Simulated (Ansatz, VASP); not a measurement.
**Na: VASP beside Ansatz**

Contents of INCAR:

```
PREC     = Accurate       # precision mode
ENCUT    = 500            # plane-wave cutoff, eV
EDIFF    = 1E-6           # SCF threshold, eV
ISMEAR   = -1             # smearing method
SIGMA    = 0.05           # smearing width, eV
LREAL    = False          # projectors in reciprocal space
LASPH    = True           # aspherical terms in the spheres
NELM     = 120            # most SCF steps
ALGO     = Normal         # electronic algorithm
ISIF     = 2              # what is computed and relaxed
LWAVE    = False          # write WAVECAR
LCHARG   = False          # write CHGCAR
GGA      = PS             # functional
NBANDS   = 10             # bands
GGA_COMPAT= False
```

Contents of KPOINTS:

```
regular mesh
0
Gamma
  7 7 7
```

POSCAR

```
Na
1.0
   -2.1410000000      2.1410000000      2.1410000000
    2.1410000000     -2.1410000000      2.1410000000
    2.1410000000      2.1410000000     -2.1410000000
Na
1
Direct
    0.0000000000      0.0000000000      0.0000000000
```

Contents of input.yaml:

```yaml
crystal:
  lattice:
    - [-2.141, 2.141, 2.141]
    - [2.141, -2.141, 2.141]
    - [2.141, 2.141, -2.141]
  atoms:
    - { symbol: Na, position: [0.0, 0.0, 0.0] }
hamiltonian:
  xc: pbesol
  pseudopotentials: { kind: paw }
kpoints:
  mp_grid: { grid: [7, 7, 7] }
scf:
  occupations: { method: fermi_dirac, width: 0.05 }
output:
  forces: true
  stress: true
  eigenvalues: true
```

Alike in both runs: task single point; functional PBEsol; k mesh 7 × 7 × 7; occupations fermi-dirac, width 0.05 eV; no spin polarisation.

```csv
,VASP,Ansatz
version,VASP 6.6.1,Ansatz 0.2.0
potentials or method,"VASP PAW PBE potentials, release 64 (Na_pv)",Ansatz PAW
plane-wave cutoff (eV),500,420
valence electrons in the cell,7,9
```

Ansatz gave:

| Item | Value |
| --- | --- |
| gap on the k mesh at the Fermi level (eV) | none |
| pressure (GPa) | -0.5 |

**Question.** What did VASP give for the same quantities?

**Answer.** gap on the k mesh at the Fermi level (eV): none; pressure (GPa): -0.6.

VASP's potentials were made for PBE, not for PBEsol. A gap of «none» marks a metal or a gap that the smearing closes. VASP's potentials hold 7 valence electrons a cell and Ansatz's 9, so a difference there can come from the potentials and not from the codes.
